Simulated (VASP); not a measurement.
Set up this calculation in VASP 6.6.1, as the native input.

```yaml
Task: single point
Functional: r2SCAN
Potentials_or_basis: VASP PAW PBE potentials, release 64 (Mo_sv, Rh_pv)
Cutoff: 520 eV
k_mesh: 18 × 18 × 10
Occupations: gaussian, width 0.1 eV
Spin: no spin polarisation
Dipole_correction: no
Further_INCAR_settings: ALGO = Normal; EDIFF = 1e-07; NBANDS = 22
```

Crystal: MoRh.

```
CELL_PARAMETERS angstrom
2.75966 0.00000 0.00000
-1.37983 2.38994 0.00000
0.00000 0.00000 4.40663
ATOMIC_POSITIONS crystal
Mo 0.00000 0.00000 0.50000
Rh 0.33333 0.66667 0.00000
```

The input as run:

POSCAR

```
MoRh
1.0
    2.7596601015      0.0000000000      0.0000000000
   -1.3798300508      2.3899357537      0.0000000000
    0.0000000000      0.0000000000      4.4066308728
Mo Rh
1 1
Direct
    0.0000000000      0.0000000000      0.5000000000
    0.3333333333      0.6666666667      0.0000000000
```

INCAR.step1

```
  PREC = Accurate
  ENCUT = 520
  ISMEAR = 0
  SIGMA = 0.1
  LREAL = F
  LASPH = T
  NELM = 100
  NBANDS = 22
  GGA = PE
  ALGO = Normal
  EDIFF = 1E-4
  LWAVE = T
  LCHARG = F
```

INCAR.step2

```
  PREC = Accurate
  ENCUT = 520
  EDIFF = 1E-7
  ISMEAR = 0
  SIGMA = 0.1
  LREAL = F
  LASPH = T
  NELM = 100
  ALGO = Normal
  ISIF = 2
  LWAVE = F
  LCHARG = F
  METAGGA = R2SCAN
  LMIXTAU = T
  NBANDS = 22
  ISTART = 1
```

KPOINTS

```
Automatic mesh
0
Gamma
  18 18 10
```

Potentials or basis: VASP PAW PBE potentials, release 64 (Mo_sv, Rh_pv).

Launch:

```console
$ cat potpaw_PBE.64/Mo_sv/POTCAR potpaw_PBE.64/Rh_pv/POTCAR > POTCAR
$ cp INCAR.step1 INCAR
$ mpirun -np 1 vasp_std > vasp.out
$ cp INCAR.step2 INCAR
$ mpirun -np 1 vasp_std > vasp.out
```

Results of the run:

```json
{"Pressure": "1.2 GPa"}
```

Caveat: the PAW data sets were made with another functional, which shifts forces and pressure a little.

Wall time 6.9 min on 1 thread of Intel(R) Xeon(R) Platinum 8259CL CPU @ 2.50GHz (Skylake/Cascade Lake), on a shared host, peak memory 0.27 GiB.
